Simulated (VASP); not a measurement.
# Cr in VASP: notebook

The runs below take Cr through single point, with PBE.

Program: VASP 6.6.1. These are calculated values, not measurements. Logs are shortened: lines on timing, memory, paths and dates and some standing lists are left out, and cuts for length are marked.

## Step 1: The cell of the first run

The cell holds a cluster in a box, 1 atom: a = 9.000 Å, b = 9.300 Å, c = 9.600 Å, α = 90.00°, β = 90.00°, γ = 90.00°.

## Step 2: Single point, PBE, collinear spin, ferromagnetic start

INCAR

```
  ALGO = Normal
  EDIFF = 1E-6
  ENCUT = 400
  GGA = PE
  GGA_COMPAT = False
  ISIF = 2
  ISMEAR = -1
  ISPIN = 2
  LASPH = True
  LCHARG = False
  LMAXMIX = 4
  LORBIT = 11
  LREAL = False
  LWAVE = False
  MAGMOM = 6
  NBANDS = 16
  NELM = 200
  PREC = Accurate
  SIGMA = 0.1
```

KPOINTS

```
k-points
0
Gamma
  1 1 1
```

POSCAR

```
Cr
1.0
    9.0000000000      0.0000000000      0.0000000000
    0.0000000000      9.3000000000      0.0000000000
    0.0000000000      0.0000000000      9.6000000000
Cr
1
Direct
    0.5011199900      0.5035083600      0.4996166800
```

Potentials or basis: VASP PAW PBE potentials, release 64 (Cr_pv).

Started as:

```bash
cat potpaw_PBE.64/Cr_pv/POTCAR > POTCAR
mpirun -np 1 vasp_gam > vasp.out
```

OUTCAR:

```text
EDIFF = 1E-6
   ENCUT = 400
   GGA = PE
   ISIF = 2
   ISMEAR = -1
   ISPIN = 2
   LASPH = True
   LORBIT = 11
   LREAL = False
   NELM = 200
   PREC = Accurate

 ion  position               nearest neighbor table
   1  0.501  0.504  0.500-

  LATTYP: Found a simple orthorhombic cell.
 ALAT       =     9.0000000000
 B/A-ratio  =     1.0333333333
 C/A-ratio  =     1.0666666667

  Lattice vectors:

 A1 = (   9.0000000000,   0.0000000000,   0.0000000000)
 A2 = (   0.0000000000,   9.3000000000,   0.0000000000)
 A3 = (   0.0000000000,   0.0000000000,   9.6000000000)

Analysis of symmetry for initial positions (statically):
=====================================================================
 Subroutine PRICEL returns:
 Original cell was already a primitive cell.

 Routine SETGRP: Setting up the symmetry group for a
 simple orthorhombic supercell.

 Subroutine GETGRP returns: Found  8 space group operations
 (whereof  1 operations were pure point group operations)
 out of a pool of  8 trial point group operations.

The static configuration has the point symmetry C_1 .
 The point group associated with its full space group is D_2h.

Analysis of symmetry for dynamics (positions and initial velocities):
=====================================================================
 Subroutine PRICEL returns:
 Original cell was already a primitive cell.

 Routine SETGRP: Setting up the symmetry group for a
 simple orthorhombic supercell.

 Subroutine GETGRP returns: Found  8 space group operations
 (whereof  1 operations were pure point group operations)
 out of a pool of  8 trial point group operations.

The dynamic configuration has the point symmetry C_1 .
 The point group associated with its full space group is D_2h.

Analysis of structural, dynamic, and magnetic symmetry:
=====================================================================
 Subroutine PRICEL returns:
 Original cell was already a primitive cell.

 Routine SETGRP: Setting up the symmetry group for a
 simple orthorhombic supercell.

 Subroutine GETGRP returns: Found  8 space group operations
 (whereof  1 operations were pure point group operations)
 out of a pool of  8 trial point group operations.

The overall configuration has the point symmetry C_1 .
 The point group associated with its full space group is D_2h.

 Subroutine INISYM returns: Found  8 space group operations
 (whereof  1 operations are pure point group operations),
 and found     1 'primitive' translations

----------------------------------------------------------------------------------------

                                     Primitive cell

  volume of cell :     803.5200

  direct lattice vectors                    reciprocal lattice vectors
     9.000000000  0.000000000  0.000000000     0.111111111  0.000000000  0.000000000
     0.000000000  9.300000000  0.000000000     0.000000000  0.107526882  0.000000000
     0.000000000  0.000000000  9.600000000     0.000000000  0.000000000  0.104166667

  length of vectors
     9.000000000  9.300000000  9.600000000     0.111111111  0.107526882  0.104166667

  position of ions in fractional coordinates (direct lattice)
     0.501119990  0.503508360  0.499616680

  ion indices of the primitive-cell ions
   primitive index   ion index
                 1           1

----------------------------------------------------------------------------------------

 KPOINTS: k-points

Automatic generation of k-mesh.
 Grid dimensions read from file:
 generate k-points for:    1    1    1

 Generating k-lattice:

  Cartesian coordinates                     Fractional coordinates (reciprocal lattice)
     0.111111111  0.000000000  0.000000000     1.000000000  0.000000000  0.000000000
     0.000000000  0.107526882  0.000000000     0.000000000  1.000000000  0.000000000
     0.000000000  0.000000000  0.104166667     0.000000000  0.000000000  1.000000000

  Length of vectors
     0.111111111  0.107526882  0.104166667

  Shift w.r.t. Gamma in fractional coordinates (k-lattice)
     0.000000000  0.000000000  0.000000000

 Subroutine IBZKPT returns following result:
 ===========================================

 Found      1 irreducible k-points:

 Following reciprocal coordinates:
            Coordinates               Weight
  0.000000  0.000000  0.000000      1.000000
   k-points           NKPTS =      1   k-points in BZ     NKDIM =      1   number of bands    NBANDS=     16
   number of dos      NEDOS =    301   number of ions     NIONS =      1
   total plane-waves  NPLWV = 245760
   dimension x,y,z NGX =    60 NGY =   64 NGZ =   64
   dimension x,y,z NGXF=   120 NGYF=  128 NGZF=  128
   ions per type =               1
   NGX,Y,Z   is equivalent  to a cutoff of  11.08, 11.44, 11.08 a.u.
   NGXF,Y,Z  is equivalent  to a cutoff of  22.17, 22.88, 22.17 a.u.
 SYSTEM =  unknown system
   PREC   = accura    normal or accurate (medium, high low for compatibility)
   ISTART =      0    job   : 0-new  1-cont  2-samecut
   ICHARG =      2    charge: 1-file 2-atom 10-const
   ISPIN  =      2    spin polarized calculation?
   LNONCOLLINEAR =      F non collinear calculations
   LSORBIT =      F    spin-orbit coupling
   LASPH  =      T    aspherical Exc in radial PAW
   ENCUT  =  400.0 eV  29.40 Ry    5.42 a.u.  14.68 15.17 15.66*2*pi/ulx,y,z
   NELM   =    200;   NELMIN=  2; NELMDL= -5     # of ELM steps
   EDIFF  = 0.1E-05   stopping-criterion for ELM
   LREAL  =      F    real-space projection
   EDIFFG = 0.1E-04   stopping-criterion for IOM
   NSW    =      0    number of steps for IOM
   IBRION =     -1    ionic relax: 0-MD 1-quasi-New 2-CG
   NFREE  =      0    steps in history (QN), initial steepest desc. (CG)
   ISIF   =      2    stress and relaxation
   ISYM   =      2    0-nonsym 1-usesym 2-fastsym
   POTIM  = 0.5000    time-step for ionic-motion
   TEBEG  =    0.0;   TEEND  =   0.0 temperature during run
   PSTRESS=    0.0 pullay stress
   NELECT =      12.0000    total number of electrons
   NUPDOWN=      -1.0000    fix difference up-down
   EMIN   =  10.00;   EMAX   =-10.00  energy-range for DOS
   EFERMI =   0.00;   METHOD = LEGACY
   ISMEAR =    -1;   SIGMA  =   0.10  broadening in eV -4-tet -1-fermi 0-gaus
   EFERMI_NEDOS =   21; number of points for ismear=-14 and -15
   IALGO  =     38    algorithm
   IMIX   =      4    mixing-type and parameters
     AMIX     =   0.40;   BMIX     =  1.00
     AMIX_MAG =   1.60;   BMIX_MAG =  1.00
  volume/ion in A,a.u.               =     803.52      5422.42
  Fermi-wavevector in a.u.,A,eV,Ry     =   0.403153  0.761848  2.211385  0.162532
  Thomas-Fermi vector in A             =   1.353907
   LORBIT       =     11    0 simple, 1 ext, 2 COOP (PROOUT), +10 PAW based schemes
   GGA     = PE    functional components
   LHFCALC =     F    Hartree Fock is set to
   AEXX    =    0.0000 exact exchange contribution
   IVDW    =     0    specifies the selected vdW correction
   LEPSILON=     F    determine dielectric tensor
   LRPA    =     F    only Hartree local field effects (RPA)
 spin polarized calculation
  energy-cutoff  :      400.00
  volume of cell :      803.52
 maximum number of plane-waves:      7297
 NGX is ok and might be reduce to    60
   NGX = 29   NGY = 31   NGZ = 31

 number of electron      12.0000014 magnetization       5.9999660

 Free energy of the ion-electron system (eV)
  ---------------------------------------------------
  ext. energy  EPLUGINS =         0.00000000
  ---------------------------------------------------
  free energy    TOTEN  =        -5.45701084 eV

  energy without entropy =       -5.45695479  energy(sigma->0) =       -5.45698282

 E-fermi :  -2.2490     XC(G=0):  -0.8644

 val. band max:       -3.4826940686   @ k =   0.0000   0.0000   0.0000
 cond. band min:      -1.1596341757   @ k =   0.0000   0.0000   0.0000
 fundamental gap:      2.3230598928
 Fermi energy:        -2.2490297834

 spin component 1

 k-point     1 :       0.0000    0.0000    0.0000
  band No.  band energies     occupation
      1     -45.9925      1.00000
      2     -45.9924      1.00000
      3     -45.9922      1.00000
      4      -4.2426      1.00000
      5      -3.4840      1.00000
      6      -3.4836      1.00000
[... 8 lines left out ...]
     15       0.8649      0.00000
     16       1.6414      0.00000
 Fermi energy:        -2.2490297834

 spin component 2

 k-point     1 :       0.0000    0.0000    0.0000
  band No.  band energies     occupation
      1     -41.6339      1.00000
      2     -41.6339      1.00000
      3     -41.6338      1.00000
      4      -1.1596      0.00002
      5       0.5617      0.00000
      6       0.5626      0.00000
[... 8 lines left out ...]
     15       2.1141      0.00000
     16       2.9239      0.00000

------------------------ aborting loop because EDIFF is reached ----------------------------------------

  FORCE on cell =-STRESS in cart. coord.  units (eV):
  Direction    XX          YY          ZZ          XY          YZ          ZX
  --------------------------------------------------------------------------------------
  -------------------------------------------------------------------------------------
  Total       -0.1886659     -0.1740381     -0.1616452     -0.0000000      0.0000000      0.0000000
  in kB       -0.3761901     -0.3470230     -0.3223122     -0.0000000      0.0000000      0.0000000
  external PRESSURE =      -0.3485085 kB  Pullay stress =       0.0000000 kB

 VOLUME and BASIS-vectors are now :
 -----------------------------------------------------------------------------
  energy-cutoff  :      400.00
  volume of cell :      803.52
      direct lattice vectors                 reciprocal lattice vectors
     9.000000000  0.000000000  0.000000000     0.111111111  0.000000000  0.000000000
     0.000000000  9.300000000  0.000000000     0.000000000  0.107526882  0.000000000
     0.000000000  0.000000000  9.600000000     0.000000000  0.000000000  0.104166667

 POSITION                                       TOTAL-FORCE (eV/Angst)
 -----------------------------------------------------------------------------------
      4.51008      4.68263      4.79632         0.000000      0.000000      0.000000
 -----------------------------------------------------------------------------------
    total drift:                               -0.000079      0.000027      0.000041

  FREE ENERGIE OF THE ION-ELECTRON SYSTEM (eV)
  ---------------------------------------------------
  free  energy   TOTEN  =        -5.4570108410 eV

  energy  without entropy=       -5.4569547896  energy(sigma->0) =       -5.45698282

 total charge

# of ion       s       p       d       tot
------------------------------------------
    1        0.250   5.975   4.342  10.567

 magnetization (x)

# of ion       s       p       d       tot
------------------------------------------
    1        0.250   0.002   4.342   4.594
```

It took 88 s on 1 thread of AMD EPYC 7R13, shared host; peak memory 0.67 GiB.

What came out:

- Free energy: -5.4570 eV
- Gap between the frontier levels: 2.32 eV
- Net moment: 6.00 μB per cell
- Site moments: Cr +4.59 μB
- Valence electrons inside the program's atomic spheres: Cr 10.57

Levels at points of the mesh, in eV from the valence-band top:
Spin up:
| k point | band 7 | band 8 | band 9 | band 10 | band 11 | band 12 |
| --- | --- | --- | --- | --- | --- | --- |
| (0.00, 0.00, 0.00) | 0.00 | 0.00 | 0.00 | 2.58 | 2.61 | 2.64 |
Spin down:
| k point | band 1 | band 2 | band 3 | band 4 | band 5 | band 6 | band 7 | band 8 |
| --- | --- | --- | --- | --- | --- | --- | --- | --- |
| (0.00, 0.00, 0.00) | -38.15 | -38.15 | -38.15 | 2.32 | 4.04 | 4.05 | 4.06 | 4.06 |

## Step 3: Single point, PBE, collinear spin, ferromagnetic start

INCAR

```
SYSTEM = Cr
  PREC = Accurate
  ENCUT = 400
  EDIFF = 1E-6
  ISMEAR = -1
  SIGMA = 0.1
  LREAL = .FALSE.
  LASPH = .TRUE.
  NELM = 200
  ALGO = Normal
  ISIF = 2
  LWAVE = .FALSE.
  LCHARG = .FALSE.
  ISPIN = 2
  MAGMOM = 6
  LORBIT = 11
  LMAXMIX = 4
  GGA = PE
  NBANDS = 16
  GGA_COMPAT = .FALSE.
```

KPOINTS

```
Automatic mesh
0
G
  1 1 1
  0 0 0
```

POSCAR is that of step 2.

Potentials or basis: VASP PAW PBE potentials, release 64 (Cr_pv).

Started as:

```bash
cat potpaw_PBE.64/Cr_pv/POTCAR > POTCAR
mpirun -np 1 vasp_gam > vasp.out
```

Run time: 87 s. Hardware: 1 thread of AMD EPYC 7R13, shared host; peak memory 0.67 GiB.

Results (log left out):

```
Free energy                                           : -5.4570 eV
Gap between the frontier levels                       : 2.32 eV
Net moment                                            : 6.00 μB per cell
Site moments                                          : Cr +4.59 μB
Valence electrons inside the program's atomic spheres : Cr 10.57
```

Levels at points of the mesh, in eV from the valence-band top:
Spin up:
| k point | band 5 | band 6 | band 7 | band 8 | band 9 | band 10 | band 11 | band 12 | band 13 | band 14 |
| --- | --- | --- | --- | --- | --- | --- | --- | --- | --- | --- |
| (0.00, 0.00, 0.00) | 0.00 | 0.00 | 0.00 | 0.00 | 0.00 | 2.58 | 2.61 | 2.64 | 3.17 | 4.27 |
Spin down:
```csv
k point,band 1,band 2,band 3,band 4,band 5,band 6
"(0.00, 0.00, 0.00)",-38.15,-38.15,-38.15,2.32,4.04,4.05
```
